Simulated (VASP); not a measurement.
Set up this calculation in VASP 6.6.1, as the native input.

* Task: single point
* Functional: r2SCAN
* Potentials or basis: VASP PAW PBE potentials, release 64 (Zn)
* Cutoff: 520 eV
* k mesh: 13 × 13 × 13
* Occupations: methfessel-paxton, width 0.3 eV
* Spin: no spin polarisation
* Dipole correction: no
* Further INCAR settings: ALGO = Normal; EDIFF = 1e-07; NBANDS = 12

The system is Zn.

```
CELL_PARAMETERS angstrom
0.00000 1.93147 1.93147
1.93147 0.00000 1.93147
1.93147 1.93147 0.00000
ATOMIC_POSITIONS crystal
Zn 0.00000 0.00000 0.00000
```

The input as run:

POSCAR

```
Zn
1.0
    0.0000000000      1.9314682773      1.9314682773
    1.9314682773      0.0000000000      1.9314682773
    1.9314682773      1.9314682773      0.0000000000
Zn
1
Direct
    0.0000000000      0.0000000000      0.0000000000
```

INCAR.step1

```
  ALGO = Normal
  EDIFF = 1E-4
  ENCUT = 520
  GGA = PE
  ISMEAR = 1
  LASPH = True
  LCHARG = False
  LREAL = False
  LWAVE = True
  NBANDS = 12
  NELM = 80
  PREC = Accurate
  SIGMA = 0.3
```

INCAR.step2

```
  ALGO = Normal
  EDIFF = 1E-7
  ENCUT = 520
  ISIF = 2
  ISMEAR = 1
  ISTART = 1
  LASPH = True
  LCHARG = False
  LMIXTAU = True
  LREAL = False
  LWAVE = False
  METAGGA = R2SCAN
  NBANDS = 12
  NELM = 80
  PREC = Accurate
  SIGMA = 0.3
```

KPOINTS

```
k-points
0
Gamma
  13 13 13
```

Potentials or basis: VASP PAW PBE potentials, release 64 (Zn).

Command:

```sh
$ cat potpaw_PBE.64/Zn/POTCAR > POTCAR
$ cp INCAR.step1 INCAR
$ mpirun -np 1 vasp_std > vasp.out
$ cp INCAR.step2 INCAR
$ mpirun -np 1 vasp_std > vasp.out
```

It gave:

The pressure is -0.2 GPa. The band gap on the k mesh is zero (band 6 reaches 4.41 eV, above the bottom of band 7 at 2.25 eV).

Caveat: the PAW data sets were made with another functional, which shifts forces and pressure a little.

Wall time 27 s on 1 thread of Intel(R) Xeon(R) 6975P-C (Granite Rapids), on a shared host, peak memory 0.12 GiB.
